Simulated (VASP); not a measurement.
Set up this calculation in VASP 6.6.1, as the native input.

| Quantity | Value |
| --- | --- |
| Task | single point |
| Functional | LDA |
| Potentials or basis | VASP PAW LDA potentials, release 64 (Mo_sv) |
| Cutoff | 520 eV |
| k mesh | 24 × 24 × 20 |
| Occupations | gaussian, width 0.15 eV |
| Spin | no spin polarisation |
| Dipole correction | no |
| Further INCAR settings | ALGO = Fast; EDIFF = 1e-07; NBANDS = 13 |

The structure of Mo lies in POSCAR:

```
Mo
1.0
    2.8877885796      0.0000000000      0.0000000000
   -1.4438942898      2.5008982707      0.0000000000
    0.0000000000      0.0000000000      2.2928073694
Mo
1
Direct
    0.0000000000      0.0000000000      0.5000000000
```

This isn't the form of Mo at room conditions, which is bcc.

This cell differs from its parent crystal: ratio of the length along z to the lengths across it x 0.85, volume and fractional coordinates fixed.

One way to write it, as run:

INCAR

```
SYSTEM = Mo
ALGO = Fast
EDIFF = 1E-7
ENCUT = 520
ISIF = 2
ISMEAR = 0
LASPH = .TRUE.
LCHARG = .FALSE.
LREAL = .FALSE.
LWAVE = .FALSE.
NBANDS = 13
NELM = 100
PREC = Accurate
SIGMA = 0.15
```

KPOINTS

```
k-points
0
G
  24 24 20
  0 0 0
```

Potentials or basis: VASP PAW LDA potentials, release 64 (Mo_sv).

Launch:

```sh
$ cat potpaw_LDA.64/Mo_sv/POTCAR > POTCAR
$ mpirun -np 1 vasp_std > vasp.out
```

Results of the run:

```yaml
Pressure: 0.5 GPa
Band_gap_on_the_k_mesh: zero (bands 7 and 8 overlap by 1.83 eV)
```

Caveat: the stress differs along the axes, from -15 to 31 GPa.

Wall time 35 s on 1 thread of Intel(R) Xeon(R) 6975P-C (Granite Rapids), with other jobs on the host, peak memory 0.23 GiB.
